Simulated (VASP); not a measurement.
Here is a VASP 6.6.1 calculation.

POSCAR

```
Ta
1.0
   -1.6533592486      1.6533592486      1.6533592486
    1.6533592486     -1.6533592486      1.6533592486
    1.6533592486      1.6533592486     -1.6533592486
Ta
1
Direct
    0.0000000000      0.0000000000      0.0000000000
```

INCAR.step1

```
SYSTEM = Ta
PREC = Accurate
ENCUT = 520
EDIFF = 1E-5
ISMEAR = -1
SIGMA = 0.1
LREAL = .False.
LASPH = .True.
NELM = 60
ALGO = Normal
ISIF = 2
LWAVE = .True.
LCHARG = .False.
NBANDS = 12
GGA = PE
```

INCAR.step2

```
SYSTEM = Ta
PREC = Accurate
ENCUT = 520
EDIFF = 1E-6
ISMEAR = -1
SIGMA = 0.1
LREAL = .False.
LASPH = .True.
NELM = 60
ALGO = Normal
ISIF = 2
LWAVE = .False.
LCHARG = .False.
METAGGA = R2SCAN
LHFCALC = .True.
AEXX = 0.25
LMIXTAU = .True.
PRECFOCK = Normal
NBANDS = 12
ISTART = 1
```

File KPOINTS:

```
Automatic mesh
0
Gamma
  7 7 7
  0 0 0
```

Potentials or basis: VASP PAW PBE potentials, release 64 (Ta_pv).

Run with:

```bash
$ cat potpaw_PBE.64/Ta_pv/POTCAR > POTCAR
$ cp INCAR.step1 INCAR
$ mpirun -np 1 vasp_std > vasp.out
$ cp INCAR.step2 INCAR
$ mpirun -np 1 vasp_std > vasp.out
```

(1) What does it give for the band gap on the k mesh?

(2) Predict the pressure.

## Answers

(1) zero (an odd number of electrons rules out a gap without spin polarisation).

(2) -3.2 GPa.

Caveat: the k points lie up to 0.38 Å⁻¹ apart, too coarse for converged energies and pressures of a metal; the PAW data sets were made with another functional, which shifts forces and pressure a little; spin-orbit coupling is left out, which moves the levels of the heavy elements.
